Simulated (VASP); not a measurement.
A run of VASP 6.6.1 is set up as follows.

INCAR

```
SYSTEM = PbSe
ALGO = Normal
EDIFF = 1E-6
ENCUT = 520
GGA = PE
ISIF = 2
ISMEAR = 0
IVDW = 12
LASPH = .True.
LCHARG = .False.
LREAL = .False.
LWAVE = .False.
NBANDS = 17
NELM = 100
PREC = Accurate
SIGMA = 0.03
```

Contents of KPOINTS:

```
k-points
0
Gamma
  10 10 10
  0 0 0
```

The input POSCAR:

```
PbSe
1.0
    0.0000000000      3.1453577434      3.1963125388
    3.1453577434      0.0000000000      3.1963125388
    3.1453577434      3.1453577434      0.0000000000
Pb Se
1 1
Direct
    0.0000000000      0.0000000000      0.0000000000
    0.5000000000      0.5000000000      0.5000000000
```

Potentials or basis: VASP PAW PBE potentials, release 64 (Pb_d, Se).

Launch:

```bash
$ cat potpaw_PBE.64/Pb_d/POTCAR potpaw_PBE.64/Se/POTCAR > POTCAR
$ mpirun -np 1 vasp_std > vasp.out
```

Question: Predict the pressure.

Answer: -2.6 GPa.

Question: Predict the band gap on the k mesh.

Answer: 0.57 eV.

Stress tensor (GPa, compression positive):
```
-2.23  0.00  0.00
 0.00 -2.23  0.00
 0.00  0.00 -3.47
```

Caveat: spin-orbit coupling is left out, which moves the levels of the heavy elements. A k mesh can miss the band edges.
